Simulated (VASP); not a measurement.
A run of VASP 6.6.1 is set up as follows.

Contents of INCAR:

```
  ALGO = Normal
  EDIFF = 1E-6
  ENCUT = 520
  GGA = PE
  ISIF = 2
  ISMEAR = 0
  LASPH = T
  LCHARG = F
  LREAL = F
  LWAVE = F
  NBANDS = 45
  NELM = 60
  PREC = Accurate
  SIGMA = 0.15
```

KPOINTS

```
k-points
0
Gamma
  4 4 1
```

Contents of POSCAR:

```
Nb2WSe5
1.0
    3.3985191864      0.0000000000      0.0000000000
   -1.6992595932      2.9432039507      0.0000000000
    0.0000000000      0.0000000000     17.4754330792
Nb W Se
2 1 5
Direct
    0.3333333333      0.6666666667      0.6004095691
    0.3333333333      0.6666666667      0.3995904309
    0.0000000000      0.0000000000      0.0000000000
    0.3333333333      0.6666666667      0.9057821216
    0.3333333333      0.6666666667      0.0942178784
    0.0000000000      0.0000000000      0.5000000000
    0.0000000000      0.0000000000      0.6972591194
    0.0000000000      0.0000000000      0.3027408806
```

Potentials or basis: VASP PAW PBE potentials, release 64 (Nb_sv, W_sv, Se).

The run is started by

```bash
$ cat potpaw_PBE.64/Nb_sv/POTCAR potpaw_PBE.64/W_sv/POTCAR potpaw_PBE.64/Se/POTCAR > POTCAR
$ mpirun -np 1 vasp_std > vasp.out
```

Q: Estimate the pressure.

A: 0.3 GPa.

Q: Estimate the largest force.

A: 0.068 eV/Å.

Forces in eV/Å, atoms in the order of the input:
```
Nb   0.000  0.000 -0.060
Nb   0.000  0.000  0.060
W    0.000  0.000  0.000
Se   0.000  0.000 -0.068
Se   0.000  0.000  0.068
Se   0.000  0.000  0.000
Se   0.000  0.000  0.031
Se   0.000  0.000 -0.031
```

Caveat: the k points lie up to 0.53 Å⁻¹ apart; this functional lacks dispersion, which binds layers or chains, so the pressure and a relaxed spacing across them are unreliable.
